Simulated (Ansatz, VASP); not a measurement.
# Ni: VASP beside Ansatz

INCAR

```
  PREC = Accurate
  ENCUT = 520
  EDIFF = 1E-6
  ISMEAR = 0
  SIGMA = 0.05
  LREAL = False
  LASPH = True
  NELM = 150
  ALGO = Normal
  ISIF = 2
  LWAVE = False
  LCHARG = True
  ISPIN = 2
  MAGMOM = 0.72
  LORBIT = 11
  LMAXMIX = 4
  LELF = True
  LVHAR = True
  NBANDS = 15
```

KPOINTS

```
Automatic mesh
0
Gamma
  20 20 20
```

The input POSCAR:

```
Ni
1.0
    0.0000000000      1.6992613169      1.6992613169
    1.6992613169      0.0000000000      1.6992613169
    1.6992613169      1.6992613169      0.0000000000
Ni
1
Direct
    0.0000000000      0.0000000000      0.0000000000
```

Input for Ansatz:

```yaml
crystal:
  lattice:
    - [0.0, 1.6992613169, 1.6992613169]
    - [1.6992613169, 0.0, 1.6992613169]
    - [1.6992613169, 1.6992613169, 0.0]
  atoms:
    - { symbol: Ni, position: [0.0, 0.0, 0.0], spin: 0.72 }
basis:
  ecutwfc: 600
  ecutrho_ratio: 5
kpoints:
  mp_grid: { grid: [20, 20, 20] }
hamiltonian:
  xc: lda
scf:
  occupations: { method: gaussian, width: 0.05 }
output:
  forces: true
  stress: true
  eigenvalues: true
  populations: true
magnetization:
  spin_polarized: true
```

Alike in both runs: task single point; functional LDA; k mesh 20 × 20 × 20; occupations gaussian, width 0.05 eV; collinear spin.

```csv
,VASP,Ansatz
version,VASP 6.6.1,Ansatz 0.2.0
potentials or method,"VASP PAW LDA potentials, release 64 (Ni), cutoff 520 eV","scalar-relativistic, plane waves, PAW"
valence electrons in the cell,10,18
```

Ansatz gave:

```
pressure (GPa)                                                : 6.0
net moment per atom (μB)                                      : 0.61
size of the moment on the site where the two differ most (μB) : 0.63
```

**Question.** Estimate VASP's values.

**Answer.** Pressure (GPa): 5.8; net moment per atom (μB): 0.61; size of the moment on the site where the two differ most (μB): 0.60.

LDA's correlation is that of Perdew and Zunger in VASP and of Perdew and Wang (1992) in Ansatz. Site moments also hang on the region over which each program counts them. VASP's potentials hold 10 valence electrons a cell and Ansatz's 18, so a difference there can come from the potentials and not from the codes.
